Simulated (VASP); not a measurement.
# TaN (P-6m2) in VASP: further runs, part 3 of 3

VASP 6.6.1. Earlier steps stand in the parts before.

**5. Relaxation of cell and atoms, PBE+U**

This run uses another cell than the first one, of 10.78 Å³/atom, 0.984 times its volume.

File INCAR:

```
SYSTEM = TaN
ALGO = Normal
EDIFF = 1E-7
EDIFFG = -0.01
ENCUT = 600
GGA = PE
GGA_COMPAT = .False.
IBRION = 2
ISIF = 3
ISMEAR = -1
LASPH = .True.
LCHARG = .False.
LDAU = .True.
LDAUJ = 0 0
LDAUL = 2 -1
LDAUPRINT = 1
LDAUTYPE = 2
LDAUU = 4 0
LMAXMIX = 4
LREAL = .False.
LWAVE = .False.
NELM = 200
NELMIN = 4
NSW = 60
PREC = Accurate
SIGMA = 0.05
```

File KPOINTS:

```
k-points
0
Gamma
  10 10 9
  0 0 0
```

File POSCAR:

```
TaN
1.0
    2.9380011100      0.0000000000      0.0000000000
   -1.4690005500      2.5443836000      0.0000000000
    0.0000000000      0.0000000000      2.8830022100
Ta N
1 1
Direct
    0.3333333333      0.6666666667      0.5000000000
    0.0000000000      0.0000000000      0.0000000000
```

Potentials or basis: VASP PAW PBE potentials, release 64 (Ta_sv_GW, N).

Command:

```bash
> cat potpaw_PBE.64/Ta_sv_GW/POTCAR potpaw_PBE.64/N/POTCAR > POTCAR
> mpirun -np 1 vasp_std > vasp.out
```

OUTCAR:

```text
SYSTEM = TaN
   EDIFF = 1E-7
   EDIFFG = -0.01
   ENCUT = 600
   GGA = PE
   IBRION = 2
   ISIF = 3
   ISMEAR = -1
   LASPH = .True.
   LREAL = .False.
   NELM = 200
   NELMIN = 4
   NSW = 60
   PREC = Accurate

 ion  position               nearest neighbor table
   1  0.333  0.667  0.500-   2 2.23   2 2.23   2 2.23   2 2.23   2 2.23   2 2.23
   2  0.000  0.000  0.000-   1 2.23   1 2.23   1 2.23   1 2.23   1 2.23   1 2.23

  LATTYP: Found a hexagonal cell.
 ALAT       =     2.9380011100
 C/A-ratio  =     0.9812801636

  Lattice vectors:

 A1 = (   2.9380011100,   0.0000000000,   0.0000000000)
 A2 = (  -1.4690005500,   2.5443836000,   0.0000000000)
 A3 = (   0.0000000000,   0.0000000000,   2.8830022100)

Analysis of symmetry for initial positions (statically):
[... 407 lines left out ...]
 fundamental gap:      0.3095046997
 Fermi energy:        12.4510412904

 k-point     1 :       0.0000    0.0000    0.0000
  band No.  band energies     occupation
      1     -57.3225      2.00000
      2     -23.5715      2.00000
      3     -23.3380      2.00000
      4     -23.3380      2.00000
      5      -5.4508      2.00000
      6       7.8254      2.00000
      7       7.8254      2.00000
      8       8.1549      2.00000
      9       9.0990      2.00000
     10      13.6695      0.00000
     11      15.5875      0.00000
     12      15.5875      0.00000
     13      16.4891      0.00000
[... 354 lines left out ...]
  band No.  band energies     occupation
      1     -57.2590      2.00000
      2     -24.1244      2.00000
      3     -23.5684      2.00000
      4     -23.5372      2.00000
      5      -3.2786      2.00000
      6       4.2258      2.00000
      7       7.0238      2.00000
      8       8.0362      2.00000
      9      10.0532      2.00000
     10      14.8426      0.00000
     11      15.7597      0.00000
     12      16.5483      0.00000
     13      17.8342      0.00000

 [... further k-points ...]
[... 5 lines left out ...]
  --------------------------------------------------------------------------------------
  -------------------------------------------------------------------------------------
  Total       -0.0000900     -0.0000900     -0.0008242     -0.0000000      0.0000000      0.0000000
  in kB       -0.0063614     -0.0063614     -0.0582457     -0.0000000      0.0000000      0.0000000
  external PRESSURE =      -0.0236562 kB  Pullay stress =       0.0000000 kB
[... 17 lines left out ...]
  FREE ENERGIE OF THE ION-ELECTRON SYSTEM (eV)
  ---------------------------------------------------
  free  energy   TOTEN  =       -21.4756336441 eV

  energy  without entropy=      -21.4753194582  energy(sigma->0) =      -21.47547655

 reached required accuracy - stopping structural energy minimisation
```

OSZICAR:

```text
N       E                     dE             d eps       ncg     rms          rms(c)
DAV:   1     0.135477875273E+03    0.13548E+03   -0.12574E+04  1836   0.158E+03
DAV:   2    -0.184999924709E+02   -0.15398E+03   -0.14920E+03  2388   0.398E+02
DAV:   3    -0.253069797322E+02   -0.68070E+01   -0.67725E+01  2623   0.819E+01
[... 101 lines left out ...]
DAV:   7    -0.214756289899E+02   -0.75338E-05   -0.15105E-05  2205   0.319E-02    0.127E+00
DAV:   8    -0.214756331661E+02   -0.41762E-05   -0.11743E-06  1997   0.993E-03    0.109E+00
DAV:   9    -0.214756340006E+02   -0.83448E-06   -0.17965E-06  2010   0.175E-02    0.438E-01
DAV:  10    -0.214756336734E+02    0.32726E-06   -0.62052E-07  2045   0.923E-03    0.935E-02
DAV:  11    -0.214756336441E+02    0.29286E-07   -0.30449E-08   910   0.226E-03
  10 F= -.21475634E+02 E0= -.21475477E+02  d E =-.159951E-04
```

It took 70 s on 1 thread of Intel Xeon 6975P-C (Granite Rapids), shared host; peak memory 0.17 GiB.

Results:

- Free energy: -21.4756 eV
- Relaxed volume: 11.34 Å³/atom
- Relaxed cell: a = 2.987 Å, b = 2.987 Å, c = 2.935 Å, α = 90.00°, β = 90.00°, γ = 120.00°
- Space group after relaxing (to 0.05 Å): P-6m2 (No. 187)
- Energy gained by relaxing: 30.2 meV/atom
- Ionic steps: 10
- Pressure after relaxing: 0.0 GPa
- Band gap on the k mesh: zero (band 9 reaches 12.65 eV, above the bottom of band 10 at 12.33 eV)

Step by step:
| step | energy change (eV) | largest force (eV/Å) | pressure (GPa) | volume (Å³) |
| --- | --- | --- | --- | --- |
| 1 | 0.0000 | 0.0000 | 18.02 | 21.55 |
| 2 | 0.2394 | 0.0000 | -29.70 | 25.56 |
| 3 | -0.0602 | 0.0000 | -0.69 | 22.72 |
| 4 | -0.0603 | 0.0000 | -0.01 | 22.67 |
| 5 | -0.0603 | 0.0000 | 0.31 | 22.65 |
| 6 | -0.0603 | 0.0000 | 0.24 | 22.65 |
| 7 | -0.0603 | 0.0000 | 0.26 | 22.65 |
| 8 | -0.0603 | 0.0000 | 0.27 | 22.65 |
| 9 | -0.0603 | 0.0000 | -0.42 | 22.70 |
| 10 | -0.0604 | 0.0000 | 0.00 | 22.67 |

Final structure:
```
CELL_PARAMETERS angstrom
2.98664 0.00000 0.00000
-1.49332 2.58651 0.00000
0.00000 0.00000 2.93474
ATOMIC_POSITIONS crystal
Ta 0.33333 0.66667 0.50000
N 0.00000 0.00000 0.00000
```

Levels at points of the mesh, in eV from the Fermi level:
| k point | band 7 | band 8 | band 9 | band 10 | band 11 | band 12 |
| --- | --- | --- | --- | --- | --- | --- |
| (0.00, 0.00, 0.00) | -4.63 | -4.30 | -3.35 | 1.22 | 3.14 | 3.14 |
| (0.50, 0.00, 0.00) | -5.16 | -3.53 | -3.51 | 3.09 | 3.54 | 4.85 |

Eigenvalues of the final occupation matrices:
| site | spin | trace | eigenvalues |
| --- | --- | --- | --- |
| site 1 d | 1 | 1.09 | 0.16 0.16 0.24 0.24 0.29 |
| site 1 d | 2 | 1.09 | 0.16 0.16 0.24 0.24 0.29 |

Caveat: spin-orbit coupling is left out, which moves the levels of the heavy elements; U without spin polarisation on a metal has little footing.

**6. Single point, PBE+U**

This run uses another cell than the first one, of 11.13 Å³/atom, 1.017 times its volume.

File INCAR:

```
  PREC = Accurate
  ENCUT = 600
  EDIFF = 1E-6
  ISMEAR = -1
  SIGMA = 0.05
  LREAL = F
  LASPH = T
  NELM = 200
  ALGO = Normal
  ISIF = 2
  LWAVE = F
  LCHARG = F
  LMAXMIX = 4
  LDAU = T
  LDAUTYPE = 2
  LDAUL = 2 -1
  LDAUU = 6 0
  LDAUJ = 0 0
  LDAUPRINT = 1
  GGA = PE
  NBANDS = 16
  GGA_COMPAT = F
```

File KPOINTS:

```
Automatic mesh
0
Gamma
  10 10 9
```

File POSCAR:

```
TaN
1.0
    2.9762758949     -0.0000000029      0.0000000000
   -1.4881379449      2.5775305351      0.0000000000
    0.0000000000      0.0000000000      2.9018239125
Ta N
1 1
Direct
    0.3333333333      0.6666666667      0.5000000000
    0.0000000000      0.0000000000      0.0000000000
```

Potentials or basis: VASP PAW PBE potentials, release 64 (Ta_sv_GW, N).

Command:

```bash
> cat potpaw_PBE.64/Ta_sv_GW/POTCAR potpaw_PBE.64/N/POTCAR > POTCAR
> mpirun -np 1 vasp_std > vasp.out
```

Wall time 10 s (1 thread of Intel Xeon 6975P-C (Granite Rapids), shared host); peak memory 0.16 GiB.

It converged, with:

```yaml
Free_energy: -19.7934 eV
Pressure: 12.9 GPa
Band_gap_on_the_k_mesh: zero (band 9 reaches 13.29 eV, above the bottom of band 10 at 12.96 eV)
```

Stress tensor (GPa, compression positive):
```
10.77  0.00  0.00
 0.00 10.77  0.00
 0.00  0.00 17.03
```

Levels at points of the mesh, in eV from the Fermi level:
```csv
k point,band 5,band 6,band 7,band 8,band 9,band 10,band 11,band 12,band 13,band 14
"(0.00, 0.00, 0.00)",-18.32,-4.91,-4.91,-4.52,-3.58,0.97,3.17,3.17,4.35,4.35
"(0.50, 0.00, 0.00)",-16.07,-8.91,-5.29,-3.84,-3.71,3.36,3.48,4.99,5.02,6.08
```

Eigenvalues of the final occupation matrices:
```
    site  spin  trace               eigenvalues
site 1 d     1   1.07  0.15 0.15 0.23 0.23 0.29
site 1 d     2   1.07  0.15 0.15 0.23 0.23 0.29
```

Caveat: spin-orbit coupling is left out, which moves the levels of the heavy elements; U without spin polarisation on a metal has little footing.

**7. The runs side by side**

```tsv
task	U	cell	gap on the mesh (eV)	pressure (GPa)
single point	Ta d U = 1.0 eV	a = 2.953, b = 2.953, c = 2.899 Å, angles 90.0, 90.0, 120.0°, 2 atoms	none	2.2
single point	Ta d U = 2.0 eV	a = 2.957, b = 2.957, c = 2.900 Å, angles 90.0, 90.0, 120.0°, 2 atoms	none	4.5
single point	Ta d U = 8.0 eV	a = 2.996, b = 2.996, c = 2.896 Å, angles 90.0, 90.0, 120.0°, 2 atoms	none	15.8
relaxation of cell and atoms	Ta d U = 4.0 eV	relaxed from a = 2.938, b = 2.938, c = 2.883 Å, angles 90.0, 90.0, 120.0°, 2 atoms	none	0.0
single point	Ta d U = 6.0 eV	a = 2.976, b = 2.976, c = 2.902 Å, angles 90.0, 90.0, 120.0°, 2 atoms	none	12.9
```

Alike in all rows: level PBE+U; potentials or basis VASP PAW PBE potentials, release 64 (Ta_sv_GW, N); no spin polarisation; k mesh 10 × 10 × 9; cutoff (eV) 600; smearing fermi-dirac 0.05 eV.

Caveats: spin-orbit coupling is left out, which moves the levels of the heavy elements; U without spin polarisation on a metal has little footing.

Absolute energies hang on the potentials; compare differences alone.
